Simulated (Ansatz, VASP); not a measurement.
Ga: VASP beside Ansatz

```
CELL_PARAMETERS angstrom
0.00000 2.12709 2.12709
2.12709 0.00000 2.12709
2.12709 2.12709 0.00000
ATOMIC_POSITIONS crystal
Ga 0.00000 0.00000 0.00000
```

Alike in both runs: task single point; functional LDA; k mesh 15 × 15 × 15; occupations fermi-dirac, width 0.1 eV; no spin polarisation.

|  | VASP | Ansatz |
| --- | --- | --- |
| version | VASP 6.6.1 | Ansatz 0.2.0 |
| potentials or method | VASP PAW LDA potentials, release 64 (Ga_d), cutoff 520 eV | plane waves (420 eV) with PAW, scalar-relativistic |
| valence electrons in the cell | 13 | 13 |

|  | VASP | Ansatz | Ansatz less VASP |
| --- | --- | --- | --- |
| pressure (GPa) | -5.8 | -5.8 | -0.02 |

Ansatz warns that its potentials were made for another functional, while VASP's fit it. LDA's correlation is that of Perdew and Zunger in VASP and of Perdew and Wang (1992) in Ansatz.
